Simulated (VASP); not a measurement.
# InSb3 (Fm-3m) in VASP: a series of runs, part 2 of 3

VASP 6.6.1. Earlier steps stand in the parts before.

### Step 3. Single point, PBEsol+D4

This run uses another cell than the first one, of 25.86 Å³/atom, 1.029 times its volume.

File INCAR:

```
PREC     = Accurate       # precision mode
ENCUT    = 520            # plane-wave cutoff, eV
EDIFF    = 1E-7           # SCF threshold, eV
ISMEAR   = -1             # smearing method
SIGMA    = 0.05           # smearing width, eV
LREAL    = False          # projectors in reciprocal space
LASPH    = True           # aspherical terms in the spheres
NELM     = 60             # most SCF steps
ALGO     = Normal         # electronic algorithm
ISIF     = 2              # what is computed and relaxed
LWAVE    = False          # write WAVECAR
LCHARG   = True           # write CHGCAR
GGA      = PS             # functional
IVDW     = 13             # dispersion correction
LELF     = True           # ELF
LVHAR    = True         
NBANDS   = 22             # bands
```

File KPOINTS:

```
regular mesh
0
Gamma
  4 4 4
```

File POSCAR:

```
InSb3
1.0
    0.0000000000      3.7258601289      3.7258601289
    3.7258601289      0.0000000000      3.7258601289
    3.7258601289      3.7258601289      0.0000000000
In Sb
1 3
Direct
    0.0000000000      0.0000000000      0.0000000000
    0.2500000000      0.2500000000      0.2500000000
    0.7500000000      0.7500000000      0.7500000000
    0.5000000000      0.5000000000      0.5000000000
```

Potentials or basis: VASP PAW PBE potentials, release 64 (In_d, Sb).

The run is started by

```
$ cat potpaw_PBE.64/In_d/POTCAR potpaw_PBE.64/Sb/POTCAR > POTCAR
$ mpirun -np 1 vasp_std > vasp.out
```

OUTCAR:

```text
PREC = Accurate
   ENCUT = 520
   EDIFF = 1E-7
   ISMEAR = -1
   LREAL = False
   LASPH = True
   NELM = 60
   ISIF = 2
   GGA = PS
   IVDW = 13

 ion  position               nearest neighbor table
   1  0.000  0.000  0.000-   3 3.23   3 3.23   3 3.23   2 3.23   3 3.23   2 3.23   2 3.23   2 3.23
                             4 3.73   4 3.73   4 3.73   4 3.73   4 3.73   4 3.73
   2  0.250  0.250  0.250-   1 3.23   1 3.23   1 3.23   1 3.23   4 3.23   4 3.23   4 3.23   4 3.23
                             3 3.73   3 3.73   3 3.73   3 3.73   3 3.73   3 3.73
   3  0.750  0.750  0.750-   4 3.23   4 3.23   4 3.23   1 3.23   4 3.23   1 3.23   1 3.23   1 3.23
                             2 3.73   2 3.73   2 3.73   2 3.73   2 3.73   2 3.73
   4  0.500  0.500  0.500-   2 3.23   2 3.23   2 3.23   2 3.23   3 3.23   3 3.23   3 3.23   3 3.23
                             1 3.73   1 3.73   1 3.73   1 3.73   1 3.73   1 3.73

  LATTYP: Found a face centered cubic cell.
 ALAT       =     7.4517202578

  Lattice vectors:

 A1 = (   0.0000000000,   3.7258601289,   3.7258601289)
 A2 = (   3.7258601289,   0.0000000000,   3.7258601289)
 A3 = (   3.7258601289,   3.7258601289,   0.0000000000)

Analysis of symmetry for initial positions (statically):
=====================================================================
 Subroutine PRICEL returns:
 Original cell was already a primitive cell.

 Routine SETGRP: Setting up the symmetry group for a
 face centered cubic supercell.

 Subroutine GETGRP returns: Found 48 space group operations
 (whereof 48 operations were pure point group operations)
 out of a pool of 48 trial point group operations.

The static configuration has the point symmetry O_h .

Analysis of symmetry for dynamics (positions and initial velocities):
=====================================================================
 Subroutine PRICEL returns:
 Original cell was already a primitive cell.

 Routine SETGRP: Setting up the symmetry group for a
 face centered cubic supercell.

 Subroutine GETGRP returns: Found 48 space group operations
 (whereof 48 operations were pure point group operations)
 out of a pool of 48 trial point group operations.

The dynamic configuration has the point symmetry O_h .

 Subroutine INISYM returns: Found 48 space group operations
 (whereof 48 operations are pure point group operations),
 and found     1 'primitive' translations

----------------------------------------------------------------------------------------

                                     Primitive cell

  volume of cell :     103.4450

  direct lattice vectors                    reciprocal lattice vectors
     0.000000000  3.725860129  3.725860129    -0.134197201  0.134197201  0.134197201
     3.725860129  0.000000000  3.725860129     0.134197201 -0.134197201  0.134197201
     3.725860129  3.725860129  0.000000000     0.134197201  0.134197201 -0.134197201

  length of vectors
     5.269161926  5.269161926  5.269161926     0.232436370  0.232436370  0.232436370

  position of ions in fractional coordinates (direct lattice)
     0.000000000  0.000000000  0.000000000
     0.250000000  0.250000000  0.250000000
     0.750000000  0.750000000  0.750000000
     0.500000000  0.500000000  0.500000000

  ion indices of the primitive-cell ions
   primitive index   ion index
                 1           1
                 2           2
[... 26 lines left out ...]

 Found      8 irreducible k-points:

 Following reciprocal coordinates:
            Coordinates               Weight
  0.000000  0.000000  0.000000      1.000000
  0.250000  0.000000  0.000000      8.000000
  0.500000  0.000000  0.000000      4.000000
  0.250000  0.250000  0.000000      6.000000
  0.500000  0.250000  0.000000     24.000000
 -0.250000  0.250000  0.000000     12.000000
  0.500000  0.500000  0.000000      3.000000
 -0.250000  0.500000  0.250000      6.000000
   k-points           NKPTS =      8   k-points in BZ     NKDIM =      8   number of bands    NBANDS=     22
   number of dos      NEDOS =    301   number of ions     NIONS =      4
   total plane-waves  NPLWV =  64000
   dimension x,y,z NGX =    40 NGY =   40 NGZ =   40
   dimension x,y,z NGXF=    80 NGYF=   80 NGZF=   80
   ions per type =               1   3
   NGX,Y,Z   is equivalent  to a cutoff of  12.62, 12.62, 12.62 a.u.
   NGXF,Y,Z  is equivalent  to a cutoff of  25.24, 25.24, 25.24 a.u.
 SYSTEM =  unknown system
   PREC   = accura    normal or accurate (medium, high low for compatibility)
   ISTART =      0    job   : 0-new  1-cont  2-samecut
   ICHARG =      2    charge: 1-file 2-atom 10-const
   ISPIN  =      1    spin polarized calculation?
   LNONCOLLINEAR =      F non collinear calculations
   LSORBIT =      F    spin-orbit coupling
   LASPH  =      T    aspherical Exc in radial PAW
   ENCUT  =  520.0 eV  38.22 Ry    6.18 a.u.   9.80  9.80  9.80*2*pi/ulx,y,z
   NELM   =     60;   NELMIN=  2; NELMDL= -5     # of ELM steps
   EDIFF  = 0.1E-06   stopping-criterion for ELM
   LREAL  =      F    real-space projection
   EDIFFG = 0.1E-05   stopping-criterion for IOM
   NSW    =      0    number of steps for IOM
   IBRION =     -1    ionic relax: 0-MD 1-quasi-New 2-CG
   NFREE  =      0    steps in history (QN), initial steepest desc. (CG)
   ISIF   =      2    stress and relaxation
   ISYM   =      2    0-nonsym 1-usesym 2-fastsym
   POTIM  = 0.5000    time-step for ionic-motion
   TEBEG  =    0.0;   TEEND  =   0.0 temperature during run
   PSTRESS=    0.0 pullay stress
   NELECT =      28.0000    total number of electrons
   NUPDOWN=      -1.0000    fix difference up-down
   EMIN   =  10.00;   EMAX   =-10.00  energy-range for DOS
   EFERMI =   0.00;   METHOD = LEGACY
   ISMEAR =    -1;   SIGMA  =   0.05  broadening in eV -4-tet -1-fermi 0-gaus
   EFERMI_NEDOS =   21; number of points for ismear=-14 and -15
   IALGO  =     38    algorithm
   IMIX   =      4    mixing-type and parameters
     AMIX     =   0.40;   BMIX     =  1.00
     AMIX_MAG =   1.60;   BMIX_MAG =  1.00
  volume/ion in A,a.u.               =      25.86       174.52
  Fermi-wavevector in a.u.,A,eV,Ry     =   1.058988  2.001197 15.258324  1.121455
  Thomas-Fermi vector in A             =   2.194317
   LORBIT       =      0    0 simple, 1 ext, 2 COOP (PROOUT), +10 PAW based schemes
   GGA     = PS    functional components
   LHFCALC =     F    Hartree Fock is set to
   AEXX    =    0.0000 exact exchange contribution
   IVDW    =    13    specifies the selected vdW correction
   LEPSILON=     F    determine dielectric tensor
   LRPA    =     F    only Hartree local field effects (RPA)
 non-spin polarized calculation
  energy-cutoff  :      520.00
  volume of cell :      103.45
 maximum number of plane-waves:      2788
   NGX = 19   NGY = 19   NGZ = 19

 number of electron      28.0000005 magnetization

 Free energy of the ion-electron system (eV)
  ---------------------------------------------------
  ext. energy  EPLUGINS =         0.00000000
  ---------------------------------------------------
  free energy    TOTEN  =       -16.00448095 eV

  energy without entropy =      -15.95404619  energy(sigma->0) =      -15.97926357

 E-fermi :   8.4828     XC(G=0): -10.5055

 val. band max:        8.3704400283   @ k =   0.2500   0.0000   0.0000
 cond. band min:       8.5018249330   @ k =   0.5000   0.2500   0.0000
 fundamental gap:      0.1313849047
 Fermi energy:         8.4827916894

 k-point     1 :       0.0000    0.0000    0.0000
  band No.  band energies     occupation
      1      -5.9742      2.00000
      2      -5.9742      2.00000
      3      -5.9742      2.00000
      4      -5.9355      2.00000
      5      -5.9355      2.00000
      6      -4.1537      2.00000
[... 189 lines left out ...]
     21      12.7501      0.00000
     22      16.5291      0.00000

------------------------ aborting loop because EDIFF is reached ----------------------------------------

  DFT-D4 for vdW energy calculation

  Edisp (eV):   -1.22107

  FORCE on cell =-STRESS in cart. coord.  units (eV):
  Direction    XX          YY          ZZ          XY          YZ          ZX
  --------------------------------------------------------------------------------------
  -------------------------------------------------------------------------------------
  Total      -2.28157    -2.28157    -2.28157    -0.00000    -0.00000     0.00000
  in kB     -35.33742   -35.33742   -35.33742    -0.00000    -0.00000     0.00000
  external pressure =      -35.34 kB  Pullay stress =        0.00 kB

 VOLUME and BASIS-vectors are now :
 -----------------------------------------------------------------------------
  energy-cutoff  :      520.00
  volume of cell :      103.45
      direct lattice vectors                 reciprocal lattice vectors
     0.000000000  3.725860129  3.725860129    -0.134197201  0.134197201  0.134197201
     3.725860129  0.000000000  3.725860129     0.134197201 -0.134197201  0.134197201
     3.725860129  3.725860129  0.000000000     0.134197201  0.134197201 -0.134197201

 POSITION                                       TOTAL-FORCE (eV/Angst)
 -----------------------------------------------------------------------------------
      0.00000      0.00000      0.00000         0.000000      0.000000      0.000000
      1.86293      1.86293      1.86293        -0.000000     -0.000000     -0.000000
      5.58879      5.58879      5.58879         0.000000      0.000000      0.000000
      3.72586      3.72586      3.72586         0.000000      0.000000      0.000000
 -----------------------------------------------------------------------------------
    total drift:                               -0.000000      0.000000      0.000000

  FREE ENERGIE OF THE ION-ELECTRON SYSTEM (eV)
  ---------------------------------------------------
  free  energy   TOTEN  =       -17.2255496231 eV

  energy  without entropy=      -17.1751148664  energy(sigma->0) =      -17.20033224
```

Run time: 14 s. Hardware: 1 thread of Intel Xeon 6975P-C (Granite Rapids), shared host; peak memory 0.23 GiB.

What came out:

```yaml
Free_energy: -17.2255 eV
Pressure: -3.5 GPa
Band_gap_on_the_k_mesh: zero (band 14 reaches 9.75 eV, above the bottom of band 15 at 6.37 eV)
Dispersion_energy_per_atom: -0.305 eV
```

Levels at points of the mesh, in eV from the Fermi level:
| k point | band 12 | band 13 | band 14 | band 15 | band 16 | band 17 |
| --- | --- | --- | --- | --- | --- | --- |
| (0.00, 0.00, 0.00) | -2.53 | -2.53 | -2.53 | -2.11 | -0.76 | -0.76 |
| (0.50, 0.00, 0.00) | -2.78 | -2.78 | -0.13 | 0.03 | 2.03 | 2.03 |
| (0.50, 0.50, 0.00) | 0.51 | 0.99 | 0.99 | 1.48 | 1.88 | 1.91 |

Caveat: the k points lie up to 0.37 Å⁻¹ apart; the PAW data sets were made with another functional, which shifts forces and pressure a little; spin-orbit coupling is left out, which moves the levels of the heavy elements; pairwise dispersion overbinds metals, which lowers pressure and volume.

(Part 2 of 3 ends here.)
